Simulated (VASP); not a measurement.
Set up this calculation in VASP 6.6.1, as the native input.

- Task: single point
- Functional: revPBE
- Potentials or basis: VASP PAW PBE potentials, release 64 (Sr_sv)
- Cutoff: 520 eV
- k mesh: 10 × 10 × 10
- Occupations: fermi-dirac, width 0.1 eV
- Spin: no spin polarisation
- Dipole correction: no
- Further INCAR settings: ALGO = Normal; EDIFF = 1e-06; NBANDS = 11

The structure of Sr lies in POSCAR:

```
Sr
1.0
   -2.3588617029      2.3588617029      2.3588617029
    2.3588617029     -2.3588617029      2.3588617029
    2.3588617029      2.3588617029     -2.3588617029
Sr
1
Direct
    0.0000000000      0.0000000000      0.0000000000
```

This cell differs from its parent crystal: volume scaled by 0.92.

One way to write it, as run:

INCAR

```
ALGO = Normal
EDIFF = 1E-6
ENCUT = 520
GGA = RE
ISIF = 2
ISMEAR = -1
LASPH = T
LCHARG = F
LREAL = F
LWAVE = F
NBANDS = 11
NELM = 100
PREC = Accurate
SIGMA = 0.1
```

KPOINTS

```
k-points
0
Gamma
  10 10 10
```

Potentials or basis: VASP PAW PBE potentials, release 64 (Sr_sv).

Launch:

```bash
$ cat potpaw_PBE.64/Sr_sv/POTCAR > POTCAR
$ mpirun -np 1 vasp_std > vasp.out
```

Results of the run:

- Pressure: 1.0 GPa
- Band gap on the k mesh: zero (band 5 reaches 2.09 eV, above the bottom of band 6 at 1.63 eV)

Caveat: the PAW data sets were made with another functional, which shifts forces and pressure a little.

Run time: 24 s on 1 thread of AMD EPYC 7R43 64-Core Processor (Zen 3) (shared host), peak memory 0.14 GiB.
